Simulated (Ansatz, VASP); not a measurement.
Sb in VASP and in Ansatz

File POSCAR:

```
Sb
1.0
   -1.5765401800      1.5765401800      2.7119384300
    1.5765401800     -1.5765401800      2.7119384300
    1.5765401800      1.5765401800     -2.7119384300
Sb
1
Direct
    0.0000000000      0.0000000000      0.0000000000
```

Contents of INCAR.step1:

```
SYSTEM = Sb
PREC = Accurate ; ENCUT = 520
ISMEAR = -1 ; SIGMA = 0.01
LREAL = .FALSE. ; LASPH = .TRUE.
NELM = 80 ; NBANDS = 8
GGA = PE ; ALGO = Normal
EDIFF = 1E-4 ; LWAVE = .TRUE.
LCHARG = .FALSE.
```

File INCAR.step2:

```
SYSTEM = Sb
PREC = Accurate ; ENCUT = 520
EDIFF = 1E-6 ; ISMEAR = -1
SIGMA = 0.01 ; LREAL = .FALSE.
LASPH = .TRUE. ; NELM = 80
ALGO = Normal ; ISIF = 2
LWAVE = .FALSE. ; LCHARG = .FALSE.
METAGGA = R2SCAN ; LMIXTAU = .TRUE.
NBANDS = 8 ; ISTART = 1
```

The input KPOINTS:

```
Automatic mesh
0
G
  5 5 5
  0 0 0
```

Input for Ansatz:

```yaml
crystal:
  lattice:
    - [-1.57654018, 1.57654018, 2.71193843]
    - [1.57654018, -1.57654018, 2.71193843]
    - [1.57654018, 1.57654018, -2.71193843]
  atoms:
    - { symbol: Sb, position: [0.0, 0.0, 0.0] }
kpoints:
  mp_grid:
    grid: [5, 5, 5]
hamiltonian:
  xc: r2scan
scf:
  convergence:
    dr2_threshold: 1.0e-08
  lower_state_search: light
  mixing:
    algorithm: anderson
    preconditioner: none
  occupations:
    method: fermi_dirac
    width: 0.01
output:
  forces: true
  stress: true
```

Alike in both runs: task single point; functional r2SCAN; k mesh 5 × 5 × 5; occupations fermi-dirac, width 0.01 eV; no spin polarisation.

```csv
,VASP,Ansatz
version,VASP 6.6.1,Ansatz 0.2.0
potentials or method,"VASP PAW PBE potentials, release 64 (Sb)","plane waves, PAW"
plane-wave cutoff (eV),520,500
valence electrons in the cell,5,15
```

|  | VASP | Ansatz | Ansatz less VASP |
| --- | --- | --- | --- |
| pressure (GPa) | 0.8 | 0.8 | +0.07 |
| traceless stress, the component that is largest in VASP (GPa) | 1.47 | 1.53 | +0.060 |

VASP's potentials were made for PBE, not for r2SCAN. VASP's potentials hold 5 valence electrons a cell and Ansatz's 15, so a difference there can come from the potentials and not from the codes. Ansatz's warnings: stress scf threshold loose.

The k mesh is coarse, so the values compare programs but aren't converged. Neither program's run includes spin-orbit coupling.
